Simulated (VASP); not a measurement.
Crystal: Al.

```xyz
1
Lattice="0.0000 2.0248 2.0248 2.0248 0.0000 2.0248 2.0248 2.0248 0.0000" Properties=species:S:1:pos:R:3 pbc="T T T"
Al    0.0000    0.0000    0.0000
```

| Property | Result |
| --- | --- |
| Program | VASP 6.6.1 |
| Task | relaxation of cell and atoms |
| Functional | LDA |
| Potentials or basis | VASP PAW LDA potentials, release 64 (Al) |
| Cutoff | 600 eV |
| k mesh | 28 × 28 × 28 |
| Occupations | gaussian, width 0.2 eV |
| Spin | no spin polarisation |

At the start: pressure -3.6 GPa; volume 16.60 Å³/atom.

How do energy, volume and symmetry change on relaxing?

Over 3 steps the energy falls by 9.3 meV/atom and the volume is 15.82 Å³/atom (-4.7 %); space group Fm-3m (No. 225, to 0.1 Å) before and after.

The path:
| step | energy change (eV) | largest force (eV/Å) | pressure (GPa) | volume (Å³) |
| --- | --- | --- | --- | --- |
| 1 | 0.0000 | 0.0000 | -3.64 | 16.60 |
| 2 | -0.0092 | 0.0000 | 0.57 | 15.71 |
| 3 | -0.0093 | 0.0000 | 0.01 | 15.82 |

Final structure:
```cif
data_structure
_symmetry_space_group_name_H-M 'P 1'
_symmetry_Int_Tables_number 1
_cell_length_a 2.8176
_cell_length_b 2.8176
_cell_length_c 2.8176
_cell_angle_alpha 60.000
_cell_angle_beta 60.000
_cell_angle_gamma 60.000
_cell_volume 15.82
loop_
_atom_site_label
_atom_site_type_symbol
_atom_site_fract_x
_atom_site_fract_y
_atom_site_fract_z
_atom_site_occupancy
Al1 Al 0.00000 0.00000 0.00000 1
```
